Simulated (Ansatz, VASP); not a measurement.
# Sb: VASP and Ansatz over several settings

```
CELL_PARAMETERS angstrom
0.00000 2.35533 2.35533
2.35533 0.00000 2.35533
2.35533 2.35533 0.00000
ATOMIC_POSITIONS crystal
Sb 0.00000 0.00000 0.00000
```

Single points on this cell with VASP 6.6.1 and Ansatz 0.2.0. Each row is one pair of runs. Alike in all rows: spin: off; smearing: fermi-dirac, width 0.05 eV.

```csv
level,k mesh,"VASP's potentials, cutoff","Ansatz's potentials, cutoff","gap on the k mesh at the Fermi level (eV), VASP","gap on the k mesh at the Fermi level (eV), Ansatz","pressure (GPa), VASP","pressure (GPa), Ansatz"
LDA,10 × 10 × 10,"VASP PAW LDA potentials, release 64 (Sb), 520 eV","Ansatz PAW, 420 eV",none,none,-1.0,-1.1
r2SCAN,10 × 10 × 10,"VASP PAW PBE potentials, release 64 (Sb), 520 eV","Ansatz PAW, 500 eV",none,none,2.4,2.4
HSE06,6 × 6 × 6,"VASP PAW PBE potentials, release 64 (Sb), 520 eV","Ansatz PAW, 420 eV",none,none,0.0,1.1
```

Pressure (GPa): the two programs differ by at most 1.09.

VASP's potentials hold 5 valence electrons a cell and Ansatz's 15, so a difference there can come from the potentials and not from the codes.

A gap of «none» marks a metal or a gap that the smearing closes.

The k mesh is coarse in some rows, so the values compare programs but aren't converged. Spin-orbit coupling is off throughout.
